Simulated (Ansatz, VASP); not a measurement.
One calculation of FePt, two programs

The input INCAR:

```
SYSTEM = FePt
PREC     = Accurate       ! precision mode
ENCUT    = 510            ! plane-wave cutoff, eV
EDIFF    = 1E-8           ! SCF threshold, eV
ISMEAR   = -1             ! smearing method
SIGMA    = 0.05           ! smearing width, eV
LREAL    = .False.        ! projectors in reciprocal space
LASPH    = .True.         ! aspherical terms in the spheres
NELM     = 120            ! most SCF steps
ALGO     = Normal         ! electronic algorithm
ISIF     = 2              ! what is computed and relaxed
LWAVE    = .False.        ! write WAVECAR
LCHARG   = .False.        ! write CHGCAR
GGA      = PE             ! functional
LEFG     = .True.       
NBANDS   = 24             ! bands
GGA_COMPAT= .False.
```

File KPOINTS:

```
Automatic mesh
0
Gamma
  12 12 9
  0 0 0
```

File POSCAR:

```
FePt
1.0
    2.7216540008      0.0000000000      0.0000000000
    0.0000000000      2.7216540008      0.0000000000
    0.0000000000      0.0000000000      3.7000000000
Fe Pt
1 1
Direct
    0.5000000000      0.5000000000      0.5000000000
    0.0000000000      0.0000000000      0.0000000000
```

Input for Ansatz:

```yaml
crystal:
  lattice:
    - [2.7216540008, 0.0, 0.0]
    - [0.0, 2.7216540008, 0.0]
    - [0.0, 0.0, 3.7]
  atoms:
    - { symbol: Fe, position: [0.5, 0.5, 0.5] }
    - { symbol: Pt, position: [0.0, 0.0, 0.0] }
kpoints:
  mp_grid: { grid: [12, 12, 9] }
scf:
  occupations: { method: fermi_dirac, width: 0.05 }
hamiltonian:
  xc: pbe
  pseudopotentials: { kind: paw }
output:
  forces: true
  stress: true
  eigenvalues: true
  efg: { contact_densities: true }
```

Alike in both runs: task electric field gradients; functional PBE; k mesh 12 × 12 × 9; occupations fermi-dirac, width 0.05 eV; no spin polarisation.

|  | VASP | Ansatz |
| --- | --- | --- |
| version | VASP 6.6.1 | Ansatz 0.2.0 |
| potentials or method | VASP PAW PBE potentials, release 64 (Fe_sv, Pt_sv_GW) | PAW with Ansatz's default frozen-core files, scalar-relativistic |
| plane-wave cutoff (eV) | 510 | 420 |
| valence electrons in the cell | 34 | 34 |

```tsv
	VASP	Ansatz	Ansatz less VASP
size of Vzz on the site where it differs most (V/Å²)	51.0	27.1	-23.92
```

Spin-orbit coupling is off throughout.
